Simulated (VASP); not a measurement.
# CsSnI3 (R3m) in VASP: settings compared

Aim: see how the results for CsSnI3 move with the level of theory and the settings. Levels: PBEsol, revPBE. Tasks: relaxation of cell and atoms.

Everything below comes from runs of VASP 6.6.1. Logs are shortened: lines on timing, memory, paths and dates and some standing lists are left out, and cuts for length are marked.

## (1) The cell of the first run

The structure is trigonal, space group R3m (No. 160). Conventional cell: a = 8.585 Å, b = 8.585 Å, c = 10.897 Å, α = 90.00°, β = 90.00°, γ = 120.00°. Within 3.7 Å of I (site symmetry m) lie 2 Sn at 2.83 to 3.34 Å. Cs (site symmetry 3m) has 12 I at 4.29 to 4.43 Å and 8 Sn at 5.13 to 5.77 Å within 5.8 Å. Within 3.7 Å of Sn (site symmetry 3m) lie 6 I at 2.83 to 3.34 Å.

## (2) Relaxation of cell and atoms, PBEsol

Contents of INCAR:

```
SYSTEM = CsSnI3
PREC     = Accurate       ! precision mode
ENCUT    = 600            ! plane-wave cutoff, eV
EDIFF    = 1E-7           ! SCF threshold, eV
ISMEAR   = -1             ! smearing method
SIGMA    = 0.1            ! smearing width, eV
LREAL    = .False.        ! projectors in reciprocal space
LASPH    = .True.         ! aspherical terms in the spheres
NELM     = 100            ! most SCF steps
ALGO     = Normal         ! electronic algorithm
ISIF     = 3              ! what is computed and relaxed
LWAVE    = .False.        ! write WAVECAR
LCHARG   = .False.        ! write CHGCAR
GGA      = PS             ! functional
IBRION   = 2              ! ionic algorithm
NSW      = 60             ! ionic steps
EDIFFG   = -0.01          ! ionic threshold
```

Contents of KPOINTS:

```
regular mesh
0
Gamma
  3 3 3
  0 0 0
```

Contents of POSCAR:

```
CsSnI3
1.0
    4.2922620000      2.4781340000      3.6323640000
   -4.2922620000      2.4781340000      3.6323640000
    0.0000000000     -4.9562780000      3.6323640000
I Cs Sn
3 1 1
Direct
    0.5069300000      0.9987400000      0.5069300000
    0.5069300000      0.5069300000      0.9987400000
    0.9987400000      0.5069300000      0.5069300000
    0.0100000000      0.0100000000      0.0100000000
    0.5394300000      0.5394300000      0.5394300000
```

Potentials or basis: VASP PAW PBE potentials, release 64 (I, Cs_sv, Sn_d).

Launch:

```console
cat potpaw_PBE.64/I/POTCAR potpaw_PBE.64/Cs_sv/POTCAR potpaw_PBE.64/Sn_d/POTCAR > POTCAR
mpirun -np 1 vasp_std > vasp.out
```

OUTCAR:

```text
SYSTEM = CsSnI3
   PREC = Accurate
   ENCUT = 600
   EDIFF = 1E-7
   ISMEAR = -1
   LREAL = .False.
   LASPH = .True.
   NELM = 100
   ISIF = 3
   GGA = PS
   IBRION = 2
   NSW = 60
   EDIFFG = -0.01

 ion  position               nearest neighbor table
   1  0.507  0.999  0.507-   5 2.83   5 3.34
   2  0.507  0.507  0.999-   5 2.83   5 3.34
   3  0.999  0.507  0.507-   5 2.83   5 3.34
   4  0.010  0.010  0.010-
   5  0.539  0.539  0.539-   1 2.83   3 2.83   2 2.83   1 3.34   3 3.34   2 3.34

  LATTYP: Found a trigonal (rhomboedric) cell.
 ALAT       =     6.1448132134
 COS(alpha) =     0.0241454966

  Lattice vectors:

 A1 = (   4.2922620000,   2.4781340000,   3.6323640000)
 A2 = (  -4.2922620000,   2.4781340000,   3.6323640000)
 A3 = (   0.0000000000,  -4.9562780000,   3.6323640000)

Analysis of symmetry for initial positions (statically):
=====================================================================
 Subroutine PRICEL returns:
 Original cell was already a primitive cell.

 Routine SETGRP: Setting up the symmetry group for a
 trigonal (rhombohedral) supercell.

 Subroutine GETGRP returns: Found  6 space group operations
 (whereof  6 operations were pure point group operations)
 out of a pool of 12 trial point group operations.

The static configuration has the point symmetry C_3v.

Analysis of symmetry for dynamics (positions and initial velocities):
=====================================================================
 Subroutine PRICEL returns:
 Original cell was already a primitive cell.

 Routine SETGRP: Setting up the symmetry group for a
 trigonal (rhombohedral) supercell.

 Subroutine GETGRP returns: Found  6 space group operations
 (whereof  6 operations were pure point group operations)
 out of a pool of 12 trial point group operations.

The dynamic configuration has the point symmetry C_3v.

 Subroutine INISYM returns: Found  6 space group operations
 (whereof  6 operations are pure point group operations),
 and found     1 'primitive' translations

----------------------------------------------------------------------------------------

                                     Primitive cell

  volume of cell :     231.8207

  direct lattice vectors                    reciprocal lattice vectors
     4.292262000  2.478134000  3.632364000     0.116488695  0.067254815  0.091767664
    -4.292262000  2.478134000  3.632364000    -0.116488695  0.067254815  0.091767664
     0.000000000 -4.956278000  3.632364000     0.000000000 -0.134509629  0.091767478

[... 73 lines left out ...]
   NSW    =     60    number of steps for IOM
   IBRION =      2    ionic relax: 0-MD 1-quasi-New 2-CG
   NFREE  =      1    steps in history (QN), initial steepest desc. (CG)
   ISIF   =      3    stress and relaxation
   ISYM   =      2    0-nonsym 1-usesym 2-fastsym
   POTIM  = 0.5000    time-step for ionic-motion
   TEBEG  =    0.0;   TEEND  =   0.0 temperature during run
   PSTRESS=    0.0 pullay stress
   NELECT =      44.0000    total number of electrons
   NUPDOWN=      -1.0000    fix difference up-down
   EMIN   =  10.00;   EMAX   =-10.00  energy-range for DOS
   EFERMI =   0.00;   METHOD = LEGACY
   ISMEAR =    -1;   SIGMA  =   0.10  broadening in eV -4-tet -1-fermi 0-gaus
   EFERMI_NEDOS =   21; number of points for ismear=-14 and -15
   IALGO  =     38    algorithm
   IMIX   =      4    mixing-type and parameters
     AMIX     =   0.40;   BMIX     =  1.00
     AMIX_MAG =   1.60;   BMIX_MAG =  1.00
  volume/ion in A,a.u.               =      46.36       312.88
  Fermi-wavevector in a.u.,A,eV,Ry     =   0.940824  1.777899 12.043190  0.885150
  Thomas-Fermi vector in A             =   2.068274
   LORBIT       =      0    0 simple, 1 ext, 2 COOP (PROOUT), +10 PAW based schemes
   GGA     = PS    functional components
   LHFCALC =     F    Hartree Fock is set to
   AEXX    =    0.0000 exact exchange contribution
   IVDW    =     0    specifies the selected vdW correction
   LEPSILON=     F    determine dielectric tensor
   LRPA    =     F    only Hartree local field effects (RPA)
 conjugate gradient relaxation of ions
 non-spin polarized calculation
  energy-cutoff  :      600.00
  volume of cell :      231.82
 maximum number of plane-waves:      7743
 NGX is ok and might be reduce to    50
   NGX = 25   NGY = 25   NGZ = 25

--------------------------------------- Ionic step        1  -------------------------------------------

 number of electron      43.9999990 magnetization

 Free energy of the ion-electron system (eV)
  ---------------------------------------------------
  ext. energy  EPLUGINS =         0.00000000
  ---------------------------------------------------
  free energy    TOTEN  =       -15.08575221 eV

  energy without entropy =      -15.08575124  energy(sigma->0) =      -15.08575173

------------------------ aborting loop because EDIFF is reached ----------------------------------------

  FORCE on cell =-STRESS in cart. coord.  units (eV):
  Direction    XX          YY          ZZ          XY          YZ          ZX
  --------------------------------------------------------------------------------------
  -------------------------------------------------------------------------------------
  Total        1.1188516      1.1188504      0.5125704      0.0000000     -0.0000005      0.0000000
  in kB        7.7326943      7.7326863      3.5425169      0.0000000     -0.0000033      0.0000000
  external PRESSURE =       6.3359659 kB  Pullay stress =       0.0000000 kB
[... 98 lines left out ...]
  FREE ENERGIE OF THE ION-ELECTRON SYSTEM (eV)
  ---------------------------------------------------
  free  energy   TOTEN  =       -15.2115695760 eV

  energy  without entropy=      -15.2115686012  energy(sigma->0) =      -15.21156909

[... ionic steps 4 to 12 ...]

--------------------------------------- Ionic step       13  -------------------------------------------

 number of electron      44.0000004 magnetization

------------------------ aborting loop because EDIFF is reached ----------------------------------------
[... 73 lines left out ...]
--------------------------------------- Ionic step       15  -------------------------------------------

 number of electron      44.0000003 magnetization

 Free energy of the ion-electron system (eV)
  ---------------------------------------------------
  ext. energy  EPLUGINS =         0.00000000
  ---------------------------------------------------
  free energy    TOTEN  =       -15.31464890 eV

  energy without entropy =      -15.31464829  energy(sigma->0) =      -15.31464860

 E-fermi :   3.2522     XC(G=0):  -7.9313

 val. band max:        1.7234127863   @ k =   0.3333   0.3333   0.3333
 cond. band min:       4.8274195444   @ k =  -0.3333   0.3333   0.3333
 fundamental gap:      3.1040067580
 Fermi energy:         3.2521963271

 k-point     1 :       0.0000    0.0000    0.0000
  band No.  band energies     occupation
      1     -19.0388      2.00000
      2     -18.6471      2.00000
      3     -18.6471      2.00000
      4     -18.6157      2.00000
      5     -18.6157      2.00000
      6     -18.6157      2.00000
[... 195 lines left out ...]
  FREE ENERGIE OF THE ION-ELECTRON SYSTEM (eV)
  ---------------------------------------------------
  free  energy   TOTEN  =       -15.3146489035 eV

  energy  without entropy=      -15.3146482945  energy(sigma->0) =      -15.31464860

 reached required accuracy - stopping structural energy minimisation
```

OSZICAR:

```text
N       E                     dE             d eps       ncg     rms          rms(c)
DAV:   1     0.382233432801E+03    0.38223E+03   -0.20023E+04   312   0.172E+03
DAV:   2     0.422532015184E+02   -0.33998E+03   -0.33202E+03   354   0.328E+02
DAV:   3    -0.126343632140E+02   -0.54888E+02   -0.53146E+02   364   0.137E+02
[... 157 lines left out ...]
DAV:   3    -0.153146545010E+02    0.18692E-03   -0.59569E-04   436   0.192E-01    0.271E-02
DAV:   4    -0.153146498192E+02    0.46818E-05   -0.25459E-05   384   0.305E-02    0.235E-02
DAV:   5    -0.153146485719E+02    0.12472E-05   -0.55581E-06   422   0.200E-02    0.723E-03
DAV:   6    -0.153146488626E+02   -0.29063E-06   -0.12261E-06   350   0.908E-03    0.129E-03
DAV:   7    -0.153146489035E+02   -0.40900E-07   -0.88030E-08   204   0.283E-03
  15 F= -.15314649E+02 E0= -.15314649E+02  d E =-.316807E-04
```

CONTCAR:

```text
CsSnI3
   1.00000000000000
     4.3067764342649921    2.4865140077964605    3.5158742154566727
    -4.3067764342649921    2.4865140077964605    3.5158742154566727
     0.0000000000000000   -4.9730377084635062    3.5158739813187339
  I               Cs              Sn
     3     1     1
Direct
     0.5126097363936819    0.0127227617555126    0.5126097363210995
     0.5126097364032568    0.5126097364032568    0.0127227617808544
     0.0127227617555126    0.5126097363936819    0.5126097363210995
     0.0109707197233145    0.0109707197233145    0.0109707197229941
     0.5131170457242272    0.5131170457242272    0.5131170458539454

  0.00000000E+00  0.00000000E+00  0.00000000E+00
  0.00000000E+00  0.00000000E+00  0.00000000E+00
  0.00000000E+00  0.00000000E+00  0.00000000E+00
  0.00000000E+00  0.00000000E+00  0.00000000E+00
  0.00000000E+00  0.00000000E+00  0.00000000E+00
```

Run time: 4.6 min. Hardware: 1 thread of Intel Xeon 6975P-C (Granite Rapids), shared host; peak memory 0.4 GiB.

What came out:

```yaml
Free_energy: -15.3146 eV
Relaxed_volume: 45.18 Å³/atom
Relaxed_cell: a = 6.090 Å, b = 6.090 Å, c = 6.090 Å, α = 90.01°, β = 90.01°, γ = 90.01°
Space_group_after_relaxing_to_0.1_Å: Pm-3m (No. 221)
Energy_gained_by_relaxing: 45.8 meV/atom
Ionic_steps: 15
Pressure_after_relaxing: 0.0 GPa
Largest_force_after_relaxing: 0.010 eV/Å
Band_gap_on_the_k_mesh: 3.10 eV
```

Forces in eV/Å, atoms in the order of the input:
```
I   -0.002  0.001  0.003
I    0.000 -0.002  0.003
I    0.002  0.001  0.003
Cs   0.000  0.000  0.001
Sn   0.000  0.000 -0.010
```

Step by step:
| step | energy change (eV) | largest force (eV/Å) | pressure (GPa) | volume (Å³) |
| --- | --- | --- | --- | --- |
| 1 | 0.0000 | 1.1995 | 0.63 | 231.82 |
| 2 | -0.1077 | 0.6100 | -0.35 | 238.02 |
| 3 | -0.1258 | 0.3464 | -0.86 | 242.36 |
| 4 | -0.1821 | 0.2987 | -0.53 | 234.60 |
| 5 | -0.2162 | 0.1430 | 0.19 | 223.67 |
| 6 | -0.2163 | 0.1520 | 0.16 | 224.09 |
| 7 | -0.2200 | 0.0929 | 0.08 | 224.84 |
| 8 | -0.2222 | 0.0954 | -0.02 | 226.10 |
| 9 | -0.2245 | 0.0780 | -0.02 | 226.05 |
| 10 | -0.2282 | 0.0270 | -0.01 | 225.90 |
| 11 | -0.2283 | 0.0156 | 0.00 | 225.86 |
| 12 | -0.2287 | 0.0057 | 0.01 | 225.73 |
| 13 | -0.2289 | 0.0129 | 0.02 | 225.60 |
| 14 | -0.2289 | 0.0061 | -0.04 | 226.26 |
| 15 | -0.2289 | 0.0099 | -0.01 | 225.91 |

Final structure:
```yaml
crystal:
  lattice:
    - [4.30678, 2.48651, 3.51587]
    - [-4.30678, 2.48651, 3.51587]
    - [0.00000, -4.97304, 3.51587]
  atoms:
    - { symbol: I, position: [0.51261, 0.01272, 0.51261] }
    - { symbol: I, position: [0.51261, 0.51261, 0.01272] }
    - { symbol: I, position: [0.01272, 0.51261, 0.51261] }
    - { symbol: Cs, position: [0.01097, 0.01097, 0.01097] }
    - { symbol: Sn, position: [0.51312, 0.51312, 0.51312] }
```

Caveat: the PAW data sets were made with another functional, which shifts forces and pressure a little; spin-orbit coupling is left out, which moves the levels of the heavy elements; an odd mesh through Γ misses points on the zone boundary, where band edges can lie.

## (3) Relaxation of cell and atoms, revPBE

Contents of INCAR:

```
ALGO = Normal
EDIFF = 1E-6
EDIFFG = -0.01
ENCUT = 600
GGA = RE
IBRION = 2
ISIF = 3
ISMEAR = -1
LASPH = True
LCHARG = False
LREAL = False
LWAVE = False
NELM = 100
NSW = 60
PREC = Accurate
SIGMA = 0.1
```

Contents of KPOINTS:

```
k-points
0
Gamma
  4 4 4
```

POSCAR is that of step 2.

Potentials or basis: VASP PAW PBE potentials, release 64 (I, Cs_sv, Sn_d).

Launch:

```console
cat potpaw_PBE.64/I/POTCAR potpaw_PBE.64/Cs_sv/POTCAR potpaw_PBE.64/Sn_d/POTCAR > POTCAR
mpirun -np 1 vasp_std > vasp.out
```

Wall time 19 min (1 thread of Intel Xeon 6975P-C (Granite Rapids), shared host); peak memory 0.43 GiB.

Results (log left out):

```yaml
Free_energy: -13.0344 eV
Relaxed_volume: 59.51 Å³/atom
Relaxed_cell: a = 6.698 Å, b = 6.698 Å, c = 6.698 Å, α = 85.27°, β = 85.27°, γ = 85.27°
Space_group_after_relaxing_to_0.1_Å: R3m (No. 160)
Energy_gained_by_relaxing: 85.9 meV/atom
Ionic_steps: 46
Pressure_after_relaxing: 0.0 GPa
Largest_force_after_relaxing: 0.009 eV/Å
Band_gap_on_the_k_mesh: 1.52 eV
```

Forces on the atoms (eV/Å):
```
I   -0.006  0.003  0.002
I    0.000 -0.007  0.002
I    0.006  0.003  0.002
Cs   0.000  0.000 -0.009
Sn   0.000  0.000  0.004
```

Step by step:
```
step  energy change (eV)  largest force (eV/Å)  pressure (GPa)  volume (Å³)
   1              0.0000                1.0479            3.31       231.82
   3             -0.4003                0.0819            0.02       270.72
   5             -0.4017                0.0681            0.06       270.63
   7             -0.4103                0.0429           -0.01       277.23
   9             -0.4125                0.0183           -0.01       282.29
  11             -0.4129                0.0293            0.04       281.65
  13             -0.4131                0.0109            0.00       282.44
  15             -0.4131                0.0111           -0.01       282.66
  17             -0.4131                0.0116           -0.02       282.86
  19             -0.4131                0.0118           -0.01       282.79
  21             -0.4132                0.0153            0.00       282.45
  23             -0.4132                0.0204            0.01       282.32
  25             -0.4134                0.0202            0.01       282.32
  27             -0.4138                0.0190            0.00       282.34
  29             -0.4150                0.0158           -0.02       282.37
  31             -0.4152                0.0137           -0.02       282.27
  33             -0.4161                0.0120            0.01       281.79
  35             -0.4179                0.0089            0.01       282.01
  37             -0.4224                0.0729            0.02       282.88
  39             -0.4238                0.0730            0.03       284.29
  41             -0.4276                0.0766            0.13       295.98
  43             -0.4294                0.0262           -0.01       296.34
  45             -0.4295                0.0207           -0.01       296.62
  46             -0.4296                0.0089            0.00       297.54
```

Final structure:
```xyz
5
Lattice="4.5367 2.6193 4.1733 -4.5367 2.6193 4.1733 0.0000 -5.2385 4.1733" Properties=species:S:1:pos:R:3 pbc="T T T"
I    -2.2113    1.2767    8.1866
I     0.0000   -2.5534    8.1866
I     2.2113    1.2767    8.1866
Cs    0.0000    0.0000    0.8474
Sn    0.0000    0.0000    6.6691
```

Levels at points of the mesh, in eV from the valence-band top:
```csv
k point,band 20,band 21,band 22,band 23,band 24,band 25
"(0.00, 0.00, 0.00)",-1.25,-1.25,-1.24,3.17,3.59,4.12
"(0.50, 0.00, 0.00)",-1.47,-1.27,-0.97,2.22,3.84,4.18
"(0.50, 0.50, 0.00)",-1.49,-1.04,-0.43,1.85,2.09,3.95
"(0.50, 0.50, 0.50)",-1.05,-1.02,0.00,1.52,1.79,1.79
```

Caveat: the volume moved by over 15 % at a fixed basis, so the end points are rough; the PAW data sets were made with another functional, which shifts forces and pressure a little; spin-orbit coupling is left out, which moves the levels of the heavy elements.
